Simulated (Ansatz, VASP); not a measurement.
Two plane-wave programs on K3Ta2H9

File INCAR:

```
  ALGO = Normal
  EDIFF = 1E-7
  ENCUT = 520
  GGA = PE
  ISIF = 2
  ISMEAR = 0
  LASPH = T
  LCHARG = T
  LELF = T
  LREAL = F
  LVHAR = T
  LWAVE = F
  NBANDS = 42
  NELM = 60
  PREC = Accurate
  SIGMA = 0.1
```

The input KPOINTS:

```
k-points
0
Gamma
  10 10 4
```

POSCAR

```
K3Ta2H9
1.0
    3.7199188062      0.0000000000      0.0000000000
    0.0000000000      3.7199188062      0.0000000000
    0.0000000000      0.0000000000     14.3404284436
K Ta H
3 2 9
Direct
    0.5000000000      0.5000000000      0.0000000000
    0.5000000000      0.5000000000      0.3655416045
    0.5000000000      0.5000000000      0.6344583955
    0.0000000000      0.0000000000      0.8447362760
    0.0000000000      0.0000000000      0.1552637240
    0.5000000000      0.0000000000      0.8594080855
    0.5000000000      0.0000000000      0.1405919145
    0.5000000000      0.0000000000      0.5000000000
    0.0000000000      0.5000000000      0.8594080855
    0.0000000000      0.5000000000      0.1405919145
    0.0000000000      0.5000000000      0.5000000000
    0.0000000000      0.0000000000      0.0000000000
    0.0000000000      0.0000000000      0.2818172476
    0.0000000000      0.0000000000      0.7181827524
```

Input for Ansatz:

```yaml
crystal:
  lattice:
    - [3.7199188062, 0.0, 0.0]
    - [0.0, 3.7199188062, 0.0]
    - [0.0, 0.0, 14.3404284436]
  atoms:
    - { symbol: K, position: [0.5, 0.5, 0.0] }
    - { symbol: K, position: [0.5, 0.5, 0.3655416045] }
    - { symbol: K, position: [0.5, 0.5, 0.6344583955] }
    - { symbol: Ta, position: [0.0, 0.0, 0.844736276] }
    - { symbol: Ta, position: [0.0, 0.0, 0.155263724] }
    - { symbol: H, position: [0.5, 0.0, 0.8594080855] }
    - { symbol: H, position: [0.5, 0.0, 0.1405919145] }
    - { symbol: H, position: [0.5, 0.0, 0.5] }
    - { symbol: H, position: [0.0, 0.5, 0.8594080855] }
    - { symbol: H, position: [0.0, 0.5, 0.1405919145] }
    - { symbol: H, position: [0.0, 0.5, 0.5] }
    - { symbol: H, position: [0.0, 0.0, 0.0] }
    - { symbol: H, position: [0.0, 0.0, 0.2818172476] }
    - { symbol: H, position: [0.0, 0.0, 0.7181827524] }
basis:
  ecutwfc: 420
kpoints:
  mp_grid: { grid: [10, 10, 4] }
  band_path:
    path:
      - [[0.0, 0.0, 0.0], [0.0, 0.5, 0.0], [0.5, 0.5, 0.0], [0.0, 0.0, 0.0], [0.0, 0.0, 0.5], [0.0, 0.5, 0.5], [0.5, 0.5, 0.5], [0.0, 0.0, 0.5]]
      - [[0.0, 0.5, 0.0], [0.0, 0.5, 0.5]]
      - [[0.5, 0.5, 0.0], [0.5, 0.5, 0.5]]
    npoints: 10
hamiltonian:
  xc: pbe
scf:
  occupations: { method: gaussian, width: 0.1 }
  n_extra_bands: 35
output:
  forces: true
  stress: true
  eigenvalues: true
  populations: true
  dos: { projected: true, de: 0.02, nscf_kmesh: { grid: [12, 12, 5] } }
  bader: false
  write_density: true
  write_potential: true
  elf: true
  volumetric_format: npy
```

Alike in both runs: task single point; functional PBE; k mesh 10 × 10 × 4; occupations gaussian, width 0.1 eV; no spin polarisation.

```csv
,VASP,Ansatz
version,VASP 6.6.1,Ansatz 0.2.0
potentials or method,"VASP PAW PBE potentials, release 64 (K_sv, Ta_pv, H), cutoff 520 eV","scalar-relativistic, plane waves, PAW"
valence electrons in the cell,58,62
```

```tsv
	VASP	Ansatz	Ansatz less VASP
gap on the k mesh at the Fermi level (eV)	none	none	-
pressure (GPa)	0.0	0.0	0.00
```

A gap of «none» marks a metal or a gap that the smearing closes. VASP's potentials hold 58 valence electrons a cell and Ansatz's 62, so a difference there can come from the potentials and not from the codes.

Neither program's run includes spin-orbit coupling.
